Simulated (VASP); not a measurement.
# ZrC in VASP: notebook

Runs on ZrC. Level: PBE. Tasks: electric field gradients.

Everything below comes from runs of VASP 6.6.1. Logs are shortened: lines on timing, memory, paths and dates and some standing lists are left out, and cuts for length are marked.

**1. The cell of the first run**

Symmetry: I4/mmm, No. 139, tetragonal system. Conventional cell: a = 3.357 Å, b = 3.357 Å, c = 4.700 Å, α = 90.00°, β = 90.00°, γ = 90.00°. Within 3.1 Å of Zr (site symmetry 4/mmm) lie 6 C at 2.35 to 2.37 Å. Within 3.1 Å of C (site symmetry 4/mmm) lie 6 Zr at 2.35 to 2.37 Å.

**2. Electric field gradients, PBE (equal xx and yy strain of +1 %)**

Input file INCAR:

```
  PREC = Accurate
  ENCUT = 520
  EDIFF = 1E-8
  ISMEAR = -1
  SIGMA = 0.05
  LREAL = False
  LASPH = True
  NELM = 80
  ALGO = Normal
  ISIF = 2
  LWAVE = False
  LCHARG = False
  GGA = PE
  LEFG = True
  NBANDS = 15
```

Input file KPOINTS:

```
Automatic mesh
0
Gamma
  15 15 15
```

Input file POSCAR:

```
ZrC
1.0
    0.0000000000      2.3737121000      2.3502100000
    2.3737121000      0.0000000000      2.3502100000
    2.3737121000      2.3737121000      0.0000000000
Zr C
1 1
Direct
    0.5000000000      0.5000000000      0.5000000000
    0.0000000000      0.0000000000      0.0000000000
```

Potentials or basis: VASP PAW PBE potentials, release 64 (Zr_sv, C).

Command:

```
$ cat potpaw_PBE.64/Zr_sv/POTCAR potpaw_PBE.64/C/POTCAR > POTCAR
$ mpirun -np 1 vasp_std > vasp.out
```

OUTCAR:

```text
PREC = Accurate
   ENCUT = 520
   EDIFF = 1E-8
   ISMEAR = -1
   LREAL = False
   LASPH = True
   NELM = 80
   ISIF = 2
   GGA = PE

 ion  position               nearest neighbor table
   1  0.500  0.500  0.500-   2 2.35   2 2.35   2 2.37   2 2.37   2 2.37   2 2.37
   2  0.000  0.000  0.000-   1 2.35   1 2.35   1 2.37   1 2.37   1 2.37   1 2.37

  LATTYP: Found a body centered tetragonal cell.
 ALAT       =     3.3569358450
 C/A-ratio  =     1.4002114479

  Lattice vectors:

 A1 = (   0.0000000000,  -2.3737121000,  -2.3502100000)
 A2 = (   0.0000000000,   2.3737121000,  -2.3502100000)
 A3 = (   2.3737121000,   0.0000000000,   2.3502100000)

Analysis of symmetry for initial positions (statically):
=====================================================================
 Subroutine PRICEL returns:
 Original cell was already a primitive cell.

 Routine SETGRP: Setting up the symmetry group for a
 body centered tetragonal supercell.

 Subroutine GETGRP returns: Found 16 space group operations
 (whereof 16 operations were pure point group operations)
 out of a pool of 16 trial point group operations.

The static configuration has the point symmetry D_4h.

Analysis of symmetry for dynamics (positions and initial velocities):
=====================================================================
 Subroutine PRICEL returns:
 Original cell was already a primitive cell.

 Routine SETGRP: Setting up the symmetry group for a
 body centered tetragonal supercell.

 Subroutine GETGRP returns: Found 16 space group operations
 (whereof 16 operations were pure point group operations)
 out of a pool of 16 trial point group operations.

The dynamic configuration has the point symmetry D_4h.

 Subroutine INISYM returns: Found 16 space group operations
 (whereof 16 operations are pure point group operations),
 and found     1 'primitive' translations

----------------------------------------------------------------------------------------

                                     Primitive cell

  volume of cell :      26.4846

  direct lattice vectors                    reciprocal lattice vectors
     0.000000000  2.373712100  2.350210000    -0.210640541  0.210640541  0.212746946
     2.373712100  0.000000000  2.350210000     0.210640541 -0.210640541  0.212746946
     2.373712100  2.373712100  0.000000000     0.210640541  0.210640541 -0.212746946

  length of vectors
[... 136 lines left out ...]

 k-point     1 :       0.0000    0.0000    0.0000
  band No.  band energies     occupation
      1     -38.7968      2.00000
      2     -16.5227      2.00000
      3     -16.5227      2.00000
      4     -16.5139      2.00000
      5      -1.8507      2.00000
      6      10.2987      0.00000
      7      10.2987      0.00000
      8      10.3473      0.00000
      9      10.4406      0.00000
     10      10.4406      0.00000
     11      10.5358      0.00000
     12      12.0847      0.00000
     13      12.1890      0.00000
     14      16.4758      0.00000
[... 401 lines left out ...]
      2     -16.7427      2.00000
      3     -16.5904      2.00000
      4     -16.5788      2.00000
      5      -1.0726      2.00000
      6       7.0959      2.00000
      7       8.6804      2.00000
      8       8.9019      1.99985
      9       9.9700      0.00001
     10      12.2676      0.00000
     11      12.7049      0.00000
     12      13.2697      0.00000
     13      15.0488      0.00000
     14      18.7076      0.00000
     15      21.9312      0.00000

 [... further k-points ...]

------------------------ aborting loop because EDIFF is reached ----------------------------------------

  FORCE on cell =-STRESS in cart. coord.  units (eV):
  Direction    XX          YY          ZZ          XY          YZ          ZX
  --------------------------------------------------------------------------------------
  -------------------------------------------------------------------------------------
  Total       -0.6617500     -0.6617500     -0.1096263      0.0000000      0.0000000      0.0000000
  in kB      -40.0324133    -40.0324133     -6.6318192      0.0000000      0.0000000      0.0000000
  external PRESSURE =     -28.8988820 kB  Pullay stress =       0.0000000 kB

 VOLUME and BASIS-vectors are now :
 -----------------------------------------------------------------------------
  energy-cutoff  :      520.00
  volume of cell :       26.48
      direct lattice vectors                 reciprocal lattice vectors
     0.000000000  2.373712100  2.350210000    -0.210640541  0.210640541  0.212746946
     2.373712100  0.000000000  2.350210000     0.210640541 -0.210640541  0.212746946
     2.373712100  2.373712100  0.000000000     0.210640541  0.210640541 -0.212746946

 POSITION                                       TOTAL-FORCE (eV/Angst)
 -----------------------------------------------------------------------------------
      2.37371      2.37371      2.35021        -0.000000     -0.000000      0.000000
      0.00000      0.00000      0.00000         0.000000      0.000000      0.000000
 -----------------------------------------------------------------------------------
    total drift:                                0.000000      0.000000      0.000000

  FREE ENERGIE OF THE ION-ELECTRON SYSTEM (eV)
  ---------------------------------------------------
  free  energy   TOTEN  =       -19.4580615599 eV

  energy  without entropy=      -19.4554399939  energy(sigma->0) =      -19.45675078

 Electric field gradients (V/A^2)
---------------------------------------------------------------------
 ion       V_xx      V_yy      V_zz      V_xy      V_xz      V_yz
---------------------------------------------------------------------
   1       7.243     7.243   -14.486    -0.000    -0.000    -0.000
   2       0.600     0.600    -1.199    -0.000    -0.000    -0.000
---------------------------------------------------------------------

 Electric field gradients after diagonalization (V/A^2)
 (convention: |V_zz| > |V_xx| > |V_yy|)
----------------------------------------------------------------------
 ion       V_xx      V_yy      V_zz     asymmetry (V_yy - V_xx)/ V_zz
----------------------------------------------------------------------
   1       7.243     7.243   -14.486       0.000
   2       0.600     0.599    -1.199       0.000
----------------------------------------------------------------------

           NMR quadrupolar parameters

 Cq : quadrupolar parameter    Cq=e*Q*V_zz/h
 eta: asymmetry parameters     (V_yy - V_xx)/ V_zz
 Q  : nuclear electric quadrupole moment in mb (millibarn)
----------------------------------------------------------------------
 ion       Cq(MHz)       eta       Q (mb)
----------------------------------------------------------------------
   1      -0.035       0.000       1.000
   2      -0.003       0.000       1.000
----------------------------------------------------------------------
```

Wall time 88 s (1 thread of AMD EPYC 9R45 (Zen 5), shared host); peak memory 0.22 GiB.

What came out:

```
Free energy            : -19.4581 eV
Pressure               : -2.9 GPa
Band gap on the k mesh : zero (band 8 reaches 10.35 eV, above the bottom of band 9 at 8.96 eV)
```

Stress tensor (GPa, compression positive):
```
-4.00  0.00  0.00
 0.00 -4.00  0.00
 0.00  0.00 -0.66
```

Levels at points of the mesh, in eV from the Fermi level:
| k point | band 4 | band 5 | band 6 | band 7 | band 8 | band 9 | band 10 | band 11 | band 12 | band 13 |
| --- | --- | --- | --- | --- | --- | --- | --- | --- | --- | --- |
| (0.00, 0.00, 0.00) | -25.89 | -11.23 | 0.92 | 0.92 | 0.97 | 1.06 | 1.06 | 1.16 | 2.71 | 2.81 |

Electric field gradients, principal values (V/Å²):
| atom | least | middle | greatest (by size) |
| --- | --- | --- | --- |
| 1 Zr | 7.243 | 7.243 | -14.486 |
| 2 C | 0.599 | 0.600 | -1.199 |

Caveat: the cell differs from its parent crystal (equal xx and yy strain of +1 %); without QUAD_EFG the Cq values of the log hold for a quadrupole moment of 1 mb, not for the nuclei.

**3. Electric field gradients, PBE (volume scaled by 0.94)**

Input file INCAR:

```
PREC = Accurate
ENCUT = 520
EDIFF = 1E-8
ISMEAR = -1
SIGMA = 0.05
LREAL = False
LASPH = True
NELM = 100
ALGO = Normal
ISIF = 2
LWAVE = False
LCHARG = False
GGA = PE
LEFG = True
NBANDS = 15
```

KPOINTS is that of step 2.

Input file POSCAR:

```
ZrC
1.0
    0.0000000000      2.3022330686      2.3022330686
    2.3022330686      0.0000000000      2.3022330686
    2.3022330686      2.3022330686      0.0000000000
Zr C
1 1
Direct
    0.5000000000      0.5000000000      0.5000000000
    0.0000000000      0.0000000000      0.0000000000
```

Potentials or basis: VASP PAW PBE potentials, release 64 (Zr_sv, C).

Command:

```
$ cat potpaw_PBE.64/Zr_sv/POTCAR potpaw_PBE.64/C/POTCAR > POTCAR
$ mpirun -np 1 vasp_std > vasp.out
```

OUTCAR:

```text
PREC = Accurate
   ENCUT = 520
   EDIFF = 1E-8
   ISMEAR = -1
   LREAL = False
   LASPH = True
   NELM = 100
   ISIF = 2
   GGA = PE

 ion  position               nearest neighbor table
   1  0.500  0.500  0.500-   2 2.30   2 2.30   2 2.30   2 2.30   2 2.30   2 2.30
   2  0.000  0.000  0.000-   1 2.30   1 2.30   1 2.30   1 2.30   1 2.30   1 2.30

  LATTYP: Found a face centered cubic cell.
 ALAT       =     4.6044661372

  Lattice vectors:

 A1 = (   0.0000000000,   2.3022330686,   2.3022330686)
 A2 = (   2.3022330686,   0.0000000000,   2.3022330686)
 A3 = (   2.3022330686,   2.3022330686,   0.0000000000)

Analysis of symmetry for initial positions (statically):
=====================================================================
 Subroutine PRICEL returns:
 Original cell was already a primitive cell.

 Routine SETGRP: Setting up the symmetry group for a
 face centered cubic supercell.

[... 619 lines left out ...]
  volume of cell :       24.40
      direct lattice vectors                 reciprocal lattice vectors
     0.000000000  2.302233069  2.302233069    -0.217180444  0.217180444  0.217180444
     2.302233069  0.000000000  2.302233069     0.217180444 -0.217180444  0.217180444
     2.302233069  2.302233069  0.000000000     0.217180444  0.217180444 -0.217180444

 POSITION                                       TOTAL-FORCE (eV/Angst)
 -----------------------------------------------------------------------------------
      2.30223      2.30223      2.30223         0.000000     -0.000000     -0.000000
      0.00000      0.00000      0.00000        -0.000000      0.000000      0.000000
 -----------------------------------------------------------------------------------
    total drift:                                0.000000     -0.000000      0.000000

  FREE ENERGIE OF THE ION-ELECTRON SYSTEM (eV)
  ---------------------------------------------------
  free  energy   TOTEN  =       -19.3737039930 eV

  energy  without entropy=      -19.3714170581  energy(sigma->0) =      -19.37256053

 Electric field gradients (V/A^2)
---------------------------------------------------------------------
 ion       V_xx      V_yy      V_zz      V_xy      V_xz      V_yz
---------------------------------------------------------------------
   1       0.000    -0.000     0.000    -0.000    -0.000    -0.000
   2      -0.000    -0.000    -0.000     0.000     0.000     0.000
---------------------------------------------------------------------

 Electric field gradients after diagonalization (V/A^2)
 (convention: |V_zz| > |V_xx| > |V_yy|)
----------------------------------------------------------------------
 ion       V_xx      V_yy      V_zz     asymmetry (V_yy - V_xx)/ V_zz
----------------------------------------------------------------------
   1       0.000     0.000    -0.000       0.000
   2      -0.000    -0.000     0.001       0.000
----------------------------------------------------------------------

           NMR quadrupolar parameters

 Cq : quadrupolar parameter    Cq=e*Q*V_zz/h
 eta: asymmetry parameters     (V_yy - V_xx)/ V_zz
 Q  : nuclear electric quadrupole moment in mb (millibarn)
----------------------------------------------------------------------
 ion       Cq(MHz)       eta       Q (mb)
----------------------------------------------------------------------
   1      -0.000       0.000       1.000
   2       0.000       0.000       1.000
----------------------------------------------------------------------
```

stdout:

```text
POSCAR found type information on POSCAR ZrC
 POSCAR found :  2 types and       2 ions
 scaLAPACK will be used
 LDA part: xc-table for (Slater+PW92), standard interpolation
 POSCAR, INCAR and KPOINTS ok, starting setup
 FFT: planning ... GRIDC
 FFT: planning ... GRID_SOFT
 FFT: planning ... GRID
 WAVECAR not read
 entering main loop
ion   1

ion   2
```

Run time: 13 s. Hardware: 1 thread of Intel Xeon 6975P-C (Granite Rapids), shared host; peak memory 0.16 GiB.

What came out:

| Quantity | Value |
| --- | --- |
| Free energy | -19.3737 eV |
| Pressure | 17.4 GPa |
| Band gap on the k mesh | zero (band 8 reaches 11.29 eV, above the bottom of band 9 at 9.97 eV) |

Caveat: without QUAD_EFG the Cq values of the log hold for a quadrupole moment of 1 mb, not for the nuclei.
